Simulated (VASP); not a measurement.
Set up this calculation in VASP 6.6.1, as the native input.

```yaml
Task: single point
Functional: PBEsol
Potentials_or_basis: VASP PAW PBE potentials, release 64 (K_sv, Br)
Cutoff: 520 eV
k_mesh: 6 × 6 × 6
Occupations: gaussian, width 0.01 eV
Spin: no spin polarisation
Dipole_correction: no
Further_INCAR_settings: ALGO = Normal; EDIFF = 1e-07; NBANDS = 15
```

The structure of KBr lies in POSCAR:

```
KBr
1.0
    3.1671755782      3.1671755782      0.0000000000
   -3.1671755782      3.1671755782      0.0000000000
    0.0000000000      3.1671755782      3.1671755782
K Br
1 1
Direct
    0.0000000000      0.0000000000      0.0000000000
    0.5000000000      0.5000000000      0.0000000000
```

One way to write it, as run:

INCAR

```
ALGO = Normal
EDIFF = 1E-7
ENCUT = 520
GGA = PS
ISIF = 2
ISMEAR = 0
LASPH = True
LCHARG = False
LREAL = False
LWAVE = False
NBANDS = 15
NELM = 60
PREC = Accurate
SIGMA = 0.01
```

KPOINTS

```
k-points
0
Gamma
  6 6 6
```

Potentials or basis: VASP PAW PBE potentials, release 64 (K_sv, Br).

Launch:

```bash
$ cat potpaw_PBE.64/K_sv/POTCAR potpaw_PBE.64/Br/POTCAR > POTCAR
$ mpirun -np 1 vasp_std > vasp.out
```

Results of the run:

```
Pressure               : 2.1 GPa
Band gap on the k mesh : 4.61 eV, direct
```

Caveat: the PAW data sets were made with another functional, which shifts forces and pressure a little.

It took 11 s on 1 thread of Intel(R) Xeon(R) Platinum 8488C (Sapphire Rapids), with other jobs on the host, peak memory 0.2 GiB.
